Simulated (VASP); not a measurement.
# B (Fd-3m) in VASP: a series of runs, part 2 of 2

VASP 6.6.1. The steps go on from the part before.

## (4) Single point, r2SCAN

This run uses another cell than the first one, of 7.90 Å³/atom, 1.033 times its volume.

The input, POSCAR:

```
B
1.0
    0.0000000000      1.9913681316      1.9913681316
    1.9913681316      0.0000000000      1.9913681316
    1.9913681316      1.9913681316      0.0000000000
B
2
Direct
    0.0000000000      0.0000000000      0.0000000000
    0.2500000000      0.2500000000      0.2500000000
```

The input, INCAR.step1:

```
PREC     = Accurate       # precision mode
ENCUT    = 520            # plane-wave cutoff, eV
ISMEAR   = -1             # smearing method
SIGMA    = 0.1            # smearing width, eV
LREAL    = F              # projectors in reciprocal space
LASPH    = T              # aspherical terms in the spheres
NELM     = 60             # most SCF steps
NBANDS   = 10             # bands
GGA      = PE             # functional
ALGO     = Normal         # electronic algorithm
EDIFF    = 1E-4           # SCF threshold, eV
LWAVE    = T              # write WAVECAR
LCHARG   = F              # write CHGCAR
```

The input, INCAR.step2:

```
PREC     = Accurate       # precision mode
ENCUT    = 520            # plane-wave cutoff, eV
EDIFF    = 1E-7           # SCF threshold, eV
ISMEAR   = -1             # smearing method
SIGMA    = 0.1            # smearing width, eV
LREAL    = F              # projectors in reciprocal space
LASPH    = T              # aspherical terms in the spheres
NELM     = 60             # most SCF steps
ALGO     = Normal         # electronic algorithm
ISIF     = 2              # what is computed and relaxed
LWAVE    = F              # write WAVECAR
LCHARG   = F              # write CHGCAR
METAGGA  = R2SCAN         # meta-GGA
LMIXTAU  = T            
NBANDS   = 10             # bands
ISTART   = 1
```

The input, KPOINTS:

```
regular mesh
0
Gamma
  14 14 14
```

Potentials or basis: VASP PAW PBE potentials, release 64 (B).

Run with:

```console
> cat potpaw_PBE.64/B/POTCAR > POTCAR
> cp INCAR.step1 INCAR
> mpirun -np 1 vasp_std > vasp.out
> cp INCAR.step2 INCAR
> mpirun -np 1 vasp_std > vasp.out
```

OUTCAR:

```text
PREC = Accurate
   ENCUT = 520
   EDIFF = 1E-7
   ISMEAR = -1
   LREAL = F
   LASPH = T
   NELM = 60
   ISIF = 2
   METAGGA = R2SCAN
   ISTART = 1

 ion  position               nearest neighbor table
   1  0.000  0.000  0.000-   2 1.72   2 1.72   2 1.72   2 1.72
   2  0.250  0.250  0.250-   1 1.72   1 1.72   1 1.72   1 1.72

  LATTYP: Found a face centered cubic cell.
 ALAT       =     3.9827362632

  Lattice vectors:

 A1 = (   0.0000000000,   1.9913681316,   1.9913681316)
 A2 = (   1.9913681316,   0.0000000000,   1.9913681316)
 A3 = (   1.9913681316,   1.9913681316,   0.0000000000)

Analysis of symmetry for initial positions (statically):
=====================================================================
 Subroutine PRICEL returns:
 Original cell was already a primitive cell.

 Routine SETGRP: Setting up the symmetry group for a
 face centered cubic supercell.

 Subroutine GETGRP returns: Found 48 space group operations
 (whereof 24 operations were pure point group operations)
 out of a pool of 48 trial point group operations.

The static configuration has the point symmetry T_d .
 The point group associated with its full space group is O_h .
[... 163 lines left out ...]

 val. band max:        4.1044914130   @ k =   0.4286   0.2857   0.0714
 cond. band min:       4.1208863963   @ k =  -0.3571   0.2857   0.0714
 fundamental gap:      0.0163949833
 Fermi energy:         4.1054637153

 k-point     1 :       0.0000    0.0000    0.0000
  band No.  band energies     occupation
      1      -9.9993      2.00000
      2       8.6587      0.00000
      3       8.6587      0.00000
      4       8.6587      0.00000
      5      13.0274      0.00000
      6      13.0274      0.00000
      7      13.0274      0.00000
      8      22.7379      0.00000
      9      25.0453      0.00000
     10      28.5922      0.00000
[... 287 lines left out ...]
 k-point    24 :       0.2857    0.1429    0.0000
  band No.  band energies     occupation
      1      -8.2369      2.00000
      2       3.1864      1.99980
      3       5.4291      0.00000
      4       6.3656      0.00000
      5      13.3522      0.00000
      6      17.3773      0.00000
      7      17.5029      0.00000
      8      18.8327      0.00000
      9      26.4756      0.00000
     10      27.1609      0.00000

 [... further k-points ...]
[... 5 lines left out ...]
  --------------------------------------------------------------------------------------
  -------------------------------------------------------------------------------------
  Total        1.0398028      1.0398028      1.0398028      0.0000000      0.0000000      0.0000000
  in kB      105.4816522    105.4816522    105.4816522      0.0000000      0.0000000      0.0000000
  external PRESSURE =     105.4816522 kB  Pullay stress =       0.0000000 kB

 VOLUME and BASIS-vectors are now :
 -----------------------------------------------------------------------------
  energy-cutoff  :      520.00
  volume of cell :       15.79
      direct lattice vectors                 reciprocal lattice vectors
     0.000000000  1.991368132  1.991368132    -0.251083661  0.251083661  0.251083661
     1.991368132  0.000000000  1.991368132     0.251083661 -0.251083661  0.251083661
     1.991368132  1.991368132  0.000000000     0.251083661  0.251083661 -0.251083661

 POSITION                                       TOTAL-FORCE (eV/Angst)
 -----------------------------------------------------------------------------------
      0.00000      0.00000      0.00000         0.000000      0.000000      0.000000
      0.99568      0.99568      0.99568        -0.000000     -0.000000     -0.000000
 -----------------------------------------------------------------------------------
    total drift:                               -0.000000      0.000000      0.000000

  FREE ENERGIE OF THE ION-ELECTRON SYSTEM (eV)
  ---------------------------------------------------
  free  energy   TOTEN  =       -12.6829893865 eV

  energy  without entropy=      -12.6584946095  energy(sigma->0) =      -12.67074200
```

OUTCAR.step1:

```text
PREC = Accurate
   ENCUT = 520
   ISMEAR = -1
   LREAL = F
   LASPH = T
   NELM = 60
[... 533 lines left out ...]
 -----------------------------------------------------------------------------------
      0.00000      0.00000      0.00000         0.000000      0.000000      0.000000
      0.99568      0.99568      0.99568        -0.000000     -0.000000     -0.000000
 -----------------------------------------------------------------------------------
    total drift:                               -0.000000     -0.000000      0.000000

  FREE ENERGIE OF THE ION-ELECTRON SYSTEM (eV)
  ---------------------------------------------------
  free  energy   TOTEN  =       -11.5053761079 eV

  energy  without entropy=      -11.4790566310  energy(sigma->0) =      -11.49221637
```

OSZICAR.step1:

```text
N       E                     dE             d eps       ncg     rms          rms(c)
DAV:   1     0.766729236879E+00    0.76673E+00   -0.31933E+03  2088   0.554E+02
DAV:   2    -0.115354742685E+02   -0.12302E+02   -0.11792E+02  2778   0.915E+01
DAV:   3    -0.117333647795E+02   -0.19789E+00   -0.19639E+00  2540   0.893E+00
DAV:   4    -0.117335440918E+02   -0.17931E-03   -0.17930E-03  2352   0.284E-01
DAV:   5    -0.117335441674E+02   -0.75541E-07   -0.75450E-07  2366   0.643E-03    0.314E+00
DAV:   6    -0.115692167071E+02    0.16433E+00   -0.74034E-02  2272   0.166E+00    0.188E+00
DAV:   7    -0.115048441404E+02    0.64373E-01   -0.10442E-01  2422   0.196E+00    0.264E-01
DAV:   8    -0.115053669574E+02   -0.52282E-03   -0.20180E-03  2262   0.357E-01    0.292E-02
DAV:   9    -0.115053761079E+02   -0.91506E-05   -0.37449E-05  1698   0.419E-02
   1 F= -.11505376E+02 E0= -.11492216E+02  d E =-.263195E-01
```

It took 23 s on 1 thread of Intel Xeon 6975P-C (Granite Rapids), shared host; peak memory 0.14 GiB.

What came out:

```yaml
Free_energy: -12.6830 eV
Pressure: 10.5 GPa
Band_gap_on_the_k_mesh: zero (band 3 reaches 8.66 eV, above the bottom of band 4 at 0.76 eV)
```

Caveat: the PAW data sets were made with another functional, which shifts forces and pressure a little.

## (5) Single point, r2SCAN

This run uses another cell than the first one, of 8.15 Å³/atom, 1.065 times its volume.

The input, POSCAR:

```
B
1.0
    0.0000000000      2.0121130426      2.0121130426
    2.0121130426      0.0000000000      2.0121130426
    2.0121130426      2.0121130426      0.0000000000
B
2
Direct
    0.0000000000      0.0000000000      0.0000000000
    0.2500000000      0.2500000000      0.2500000000
```

The input, INCAR.step1:

```
SYSTEM = B
PREC = Accurate
ENCUT = 520
ISMEAR = -1
SIGMA = 0.1
LREAL = .False.
LASPH = .True.
NELM = 60
NBANDS = 10
GGA = PE
ALGO = Normal
EDIFF = 1E-4
LWAVE = .True.
LCHARG = .False.
```

The input, INCAR.step2:

```
SYSTEM = B
PREC = Accurate
ENCUT = 520
EDIFF = 1E-7
ISMEAR = -1
SIGMA = 0.1
LREAL = .False.
LASPH = .True.
NELM = 60
ALGO = Normal
ISIF = 2
LWAVE = .False.
LCHARG = .False.
METAGGA = R2SCAN
LMIXTAU = .True.
NBANDS = 10
ISTART = 1
```

The input, KPOINTS:

```
regular mesh
0
Gamma
  14 14 14
  0 0 0
```

Run with:

```console
> cat potpaw_PBE.64/B/POTCAR > POTCAR
> cp INCAR.step1 INCAR
> mpirun -np 1 vasp_std > vasp.out
> cp INCAR.step2 INCAR
> mpirun -np 1 vasp_std > vasp.out
```

Run time: 26 s. Hardware: 1 thread of Intel Xeon 6975P-C (Granite Rapids), shared host; peak memory 0.14 GiB.

The run converged. Its results:

```
Free energy            : -12.7060 eV
Pressure               : 4.2 GPa
Band gap on the k mesh : zero (band 3 reaches 8.30 eV, above the bottom of band 4 at 0.63 eV)
```

Levels at points of the mesh, in eV from the Fermi level:
```
           k point  band 1  band 2  band 3  band 4  band 5  band 6  band 7  band 8
(0.00, 0.00, 0.00)  -13.87    4.44    4.44    4.44    8.75    8.75    8.75   17.95
(0.50, 0.00, 0.00)   -8.72   -7.50    1.88    1.88   10.94   10.94   12.83   17.16
(0.50, 0.50, 0.00)   -6.44   -6.44   -1.38   -1.38    7.74    7.74   19.88   19.88
```

Caveat: the PAW data sets were made with another functional, which shifts forces and pressure a little.

## (6) Overview

| cell | gap on the mesh (eV) | pressure (GPa) |
| --- | --- | --- |
| a = 2.786 Å, angles 60.0°, 2 atoms | none | 17.9 |
| a = 2.816 Å, angles 60.0°, 2 atoms | none | 10.5 |
| a = 2.846 Å, angles 60.0°, 2 atoms | none | 4.2 |

Alike in all rows: task single point; level r2SCAN; potentials or basis VASP PAW PBE potentials, release 64 (B); no spin polarisation; k mesh 14 × 14 × 14; cutoff (eV) 520; smearing fermi-dirac 0.1 eV.

Caveats: the PAW data sets were made with another functional, which shifts forces and pressure a little.

Total energies depend on the potentials used, so only differences within one code and one set of settings carry meaning.
